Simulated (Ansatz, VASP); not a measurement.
## NbSnTe4 in VASP and in Ansatz

```
Nb Sn Te
1.0
     5.45850    0.00000    0.00000
    -2.72925    4.72720    0.00000
     0.00000    0.00000    6.23931
Nb Sn Te
1 1 4
Direct
  0.00000 0.00000 0.50000
  0.00000 0.00000 0.00000
  0.33333 0.66667 0.73776
  0.33333 0.66667 0.26224
  0.66667 0.33333 0.73776
  0.66667 0.33333 0.26224
```

Change from the starting cell: species swapped into the TiB4Mo type (P6/mmm, No. 191).

Alike in both runs: functional PBE; k mesh 6 × 6 × 2; occupations gaussian, width 0.1 eV; no spin polarisation.

Ansatz relaxed the structure, and its values are those at the end. VASP's run is a single point on that final structure, the one shown.

|  | VASP | Ansatz |
| --- | --- | --- |
| version | VASP 6.6.1 | Ansatz 0.2.0 |
| potentials or method | VASP PAW PBE potentials, release 64 (Nb_sv, Sn_d, Te), cutoff 520 eV | scalar-relativistic, plane waves, PAW |
| valence electrons in the cell | 51 | 91 |

|  | VASP | Ansatz | Ansatz less VASP |
| --- | --- | --- | --- |
| gap on the k mesh at the Fermi level (eV) | none | none | - |
| pressure (GPa) | -0.1 | -0.1 | +0.02 |

A gap of «none» marks a metal or a gap that the smearing closes. The functional is the same, so the differences come from potentials, cutoffs and numerics. VASP's potentials hold 51 valence electrons a cell and Ansatz's 91, so a difference there can come from the potentials and not from the codes.

The k mesh is coarse, so the values compare programs but aren't converged. Neither program's run includes spin-orbit coupling.
